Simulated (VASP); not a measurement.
SnSe:

```
Sn Se
1.0
    11.26566    0.00000    0.00000
     0.00000    4.13337    0.00000
     0.00000    0.00000    4.39972
Sn Se
4 4
Direct
  0.87700 0.75000 0.90900
  0.62300 0.25000 0.40900
  0.37700 0.75000 0.59100
  0.12300 0.25000 0.09100
  0.64300 0.75000 0.98400
  0.85700 0.25000 0.48400
  0.14300 0.75000 0.51600
  0.35700 0.25000 0.01600
```

Base run:

| Item | Value |
| --- | --- |
| Program | VASP 6.6.1 |
| Functional | RPBE |
| Dispersion | D3(BJ) |
| Potentials or basis | VASP PAW PBE potentials, release 64 (Sn_d, Se) |
| Cutoff | 520 eV |
| k mesh | 3 × 6 × 6 |
| Occupations | fermi-dirac, width 0.05 eV |
| Spin | no spin polarisation |

Its results: band gap on the k mesh 0.57 eV (least direct gap 0.73 eV); pressure -8.2 GPa; largest force 0.685 eV/Å.

Task: The run is repeated on the same cell with these changes: functional from RPBE to revPBE. What comes out?

Result: Band gap on the k mesh 0.55 eV (least direct gap 0.73 eV); pressure 1.7 GPa; largest force 0.626 eV/Å.

Caveats: semilocal functionals underestimate gaps, and a narrow one can read as zero; the PAW data sets were made with another functional, which shifts forces and pressure a little; spin-orbit coupling is left out, which moves the levels of the heavy elements; the cell stands under tension (at least some runs); the dispersion term is far too large for a dense solid, which distorts pressure and volume (at least some runs).

A k mesh can miss the band edges.
